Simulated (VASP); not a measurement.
Runs of VASP 6.6.1 on BN. The structure is that of space group Fm-3m (No. 225), or close to it. The cells are those of the table. 

```tsv
level	cell	k mesh	smearing	gap on the mesh (eV)	pressure (GPa)
PBE	a = 2.457 Å, angles 60.0°, 2 atoms	12 × 12 × 12	fermi-dirac 0.02 eV	(b)	10.0
r2SCAN	a = 2.457 Å, angles 60.0°, 2 atoms	12 × 12 × 12	gaussian 0.01 eV	1.45	6.7
r2SCAN	a = 2.466, b = 2.466, c = 2.518 Å, angles 59.3, 59.3, 61.4°, 2 atoms	12 × 12 × 12	gaussian 0.01 eV	0.58	(a)
r2SCAN	a = 2.494 Å, angles 59.3°, 2 atoms	12 × 12 × 12	gaussian 0.01 eV	(c)	-5.3
PBE	a = 2.469, b = 2.469, c = 2.481 Å, angles 59.8, 59.8, 59.7°, 2 atoms	12 × 12 × 12	fermi-dirac 0.02 eV	1.11	3.9
PBE	a = 2.469, b = 2.469, c = 2.481 Å, angles 59.8, 59.8, 59.7°, 2 atoms	8 × 8 × 8	gaussian 0.01 eV	1.25	3.9
PBE	a = 2.466, b = 2.466, c = 2.518 Å, angles 59.3, 59.3, 61.4°, 2 atoms	12 × 12 × 12	fermi-dirac 0.02 eV	0.47	-1.3
PBE	a = 2.457 Å, angles 60.0°, 2 atoms	8 × 8 × 8	gaussian 0.01 eV	1.45	10.0
```

Alike in all rows: task single point; potentials or basis VASP PAW PBE potentials, release 64 (B, N); no spin polarisation; cutoff (eV) 520.

**Question.** Fill in the values left out.

**Answer.** (a) -4.8; (b) 1.31; (c) 1.12.

Caveats: the PAW data sets were made with another functional, which shifts forces and pressure a little (some runs).

A k mesh can miss the band edges.
